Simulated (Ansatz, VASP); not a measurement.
## Ta2W: VASP beside Ansatz

INCAR

```
SYSTEM = Ta2W
ALGO = Normal
DIPOL = 0.5 0.5 0.500
EDIFF = 1E-6
ENCUT = 400
GGA = PE
GGA_COMPAT = .FALSE.
IDIPOL = 3
ISIF = 2
ISMEAR = -1
LASPH = .TRUE.
LCHARG = .FALSE.
LDIPOL = .TRUE.
LREAL = .FALSE.
LWAVE = .FALSE.
NBANDS = 25
NELM = 120
NELMDL = -8
PREC = Accurate
SIGMA = 0.1
```

The input KPOINTS:

```
k-points
0
G
  13 13 1
  0 0 0
```

POSCAR

```
Ta2W
1.0
    2.8752873597      0.0000000000      0.0000000000
   -0.9584291199      2.7108469199      0.0000000000
    0.0000000000      0.0000000000     20.6953000000
W Ta
1 2
Direct
    0.0000000000      0.0000000000      0.3903954831
    0.5000000000      0.5000000000      0.4999999909
    0.0000000000      0.0000000000      0.6096045260
```

Input for Ansatz:

```yaml
crystal:
  lattice:
    - [2.8752873597, 0.0, 0.0]
    - [-0.9584291199, 2.7108469199, 0.0]
    - [0.0, 0.0, 20.6953]
  atoms:
    - { symbol: W, position: [0.0, 0.0, 0.3903954831] }
    - { symbol: Ta, position: [0.5, 0.5, 0.4999999909] }
    - { symbol: Ta, position: [0.0, 0.0, 0.609604526] }
kpoints:
  mp_grid: { grid: [13, 13, 1] }
scf:
  occupations: { method: fermi_dirac, width: 0.1 }
hamiltonian:
  xc: pbe
  pseudopotentials: { kind: all_electron, lapw: { basis_error: 0.001 } }
output:
  forces: true
  stress: true
  eigenvalues: true
efield:
  axis: 3
  amplitude: 0
  dipole_correction: true
```

Alike in both runs: task single point; functional PBE; k mesh 13 × 13 × 1; occupations fermi-dirac, width 0.1 eV; no spin polarisation.

```csv
,VASP,Ansatz
version,VASP 6.6.1,Ansatz 0.2.0
potentials or method,"VASP PAW PBE potentials, release 64 (W_sv, Ta_pv), cutoff 400 eV","all-electron LAPW, scalar-relativistic"
```

|  | VASP | Ansatz | Ansatz less VASP |
| --- | --- | --- | --- |
| rms of the force components (eV/Å) | 0.373 | 0.376 | +0.0029 |

Atom by atom the forces differ by 0.003 eV/Å (rms over components). Ansatz ran all-electron here, and VASP with PAW potentials.

Spin-orbit coupling is off throughout.
